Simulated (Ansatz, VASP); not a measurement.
# TaAlCl6 in VASP and in Ansatz

```
Ta Al Cl
1.0
     4.24217    2.44922    2.78311
    -4.24217    2.44922    2.78311
     0.00000   -4.89844    2.78311
Ta Al Cl
1 1 6
Direct
  0.50000 0.50000 0.50000
  0.00000 0.00000 0.00000
  0.26500 0.26500 0.92600
  0.92600 0.26500 0.26500
  0.26500 0.92600 0.26500
  0.07400 0.73500 0.73500
  0.73500 0.73500 0.07400
  0.73500 0.07400 0.73500
```

Alike in both runs: task single point; functional PBE; k mesh 3 × 3 × 3; occupations gaussian, width 0.1 eV; no spin polarisation.

```csv
,VASP,Ansatz
version,VASP 6.6.1,Ansatz 0.2.0
potentials or method,"VASP PAW PBE potentials, release 64 (Ta_pv, Al, Cl), cutoff 500 eV","scalar-relativistic, plane waves, PAW"
valence electrons in the cell,56,58
```

VASP gave:

| Item | Value |
| --- | --- |
| gap on the k mesh at the Fermi level (eV) | none |
| pressure (GPa) | 8.5 |
| traceless stress, the component that is largest in VASP (GPa) | -2.11 |
| rms of the force components (eV/Å) | 2.177 |

**Question.** Which values does Ansatz return?

**Answer.** gap on the k mesh at the Fermi level (eV): none; pressure (GPa): 8.7; traceless stress, the component that is largest in VASP (GPa): -2.10; rms of the force components (eV/Å): 2.192.

Atom by atom the forces differ by 0.015 eV/Å (rms over components). A gap of «none» marks a metal or a gap that the smearing closes. The functional is the same, so the differences come from potentials, cutoffs and numerics. VASP's potentials hold 56 valence electrons a cell and Ansatz's 58, so a difference there can come from the potentials and not from the codes.

The k mesh is coarse, so the values compare programs but aren't converged. Spin-orbit coupling is off throughout.
